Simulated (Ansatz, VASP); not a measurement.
# One calculation of Sb, two programs

Contents of INCAR:

```
SYSTEM = Sb
PREC = Accurate
ENCUT = 600
EDIFF = 1E-6
ISMEAR = -1
SIGMA = 0.05
LREAL = .False.
LASPH = .True.
NELM = 100
ALGO = Normal
ISIF = 3
LWAVE = .False.
LCHARG = .False.
GGA = RP
IVDW = 12
IBRION = 2
NSW = 60
EDIFFG = -0.01
```

File KPOINTS:

```
regular mesh
0
Gamma
  8 8 8
  0 0 0
```

POSCAR

```
Sb
1.0
    3.1600000000      0.0000000000      0.0000000000
    0.0000000000      3.1600000000      0.0000000000
    0.0000000000      0.0000000000      3.1600000000
Sb
1
Direct
    0.0000000000      0.0000000000      0.0000000000
```

The input input.yaml:

```yaml
crystal:
  lattice:
    - [3.16, 0.0, 0.0]
    - [0.0, 3.16, 0.0]
    - [0.0, 0.0, 3.16]
  atoms:
    - { symbol: Sb, position: [0.0, 0.0, 0.0] }
hamiltonian:
  xc: rpbe
  pseudopotentials: { kind: paw }
  dispersion: d3bj
kpoints:
  mp_grid: { grid: [8, 8, 8] }
scf:
  occupations: { method: fermi_dirac, width: 0.05 }
output:
  forces: true
  stress: true
  eigenvalues: true
relax:
  f_tol: 0.01
  max_steps: 40
  cell: { stress_tol: 0.05 }
```

Alike in both runs: task relaxation of cell and atoms; functional RPBE; dispersion D3(BJ); k mesh 8 × 8 × 8; occupations fermi-dirac, width 0.05 eV; no spin polarisation.

|  | VASP | Ansatz |
| --- | --- | --- |
| version | VASP 6.6.1 | Ansatz 0.2.0 |
| potentials or method | VASP PAW PBE potentials, release 64 (Sb) | Ansatz PAW |
| plane-wave cutoff (eV) | 600 | 420 |
| valence electrons in the cell | 5 | 15 |

|  | VASP | Ansatz | Ansatz less VASP |
| --- | --- | --- | --- |
| gap on the k mesh at the Fermi level, each at its own relaxed structure (eV) | none | none | - |
| relaxed volume (Å³/atom) | 23.23 | 23.20 | -0.032 |
| relaxed cell length with the largest relative difference (Å) | 2.853 | 2.852 | -0.0013 |

VASP's potentials were made for PBE, not for RPBE. A gap of «none» marks a metal or a gap that the smearing closes. VASP's potentials hold 5 valence electrons a cell and Ansatz's 15, so a difference there can come from the potentials and not from the codes.

Neither program's run includes spin-orbit coupling. Noted on VASP's run: the volume moved by over 15 % at a fixed basis, so the end points are rough. Noted on Ansatz's run: the volume moved by over 15 % at a fixed basis, so the end points are rough; the plane-wave basis is chosen anew once the cell has moved, so the energies of steps on either side of that aren't comparable.
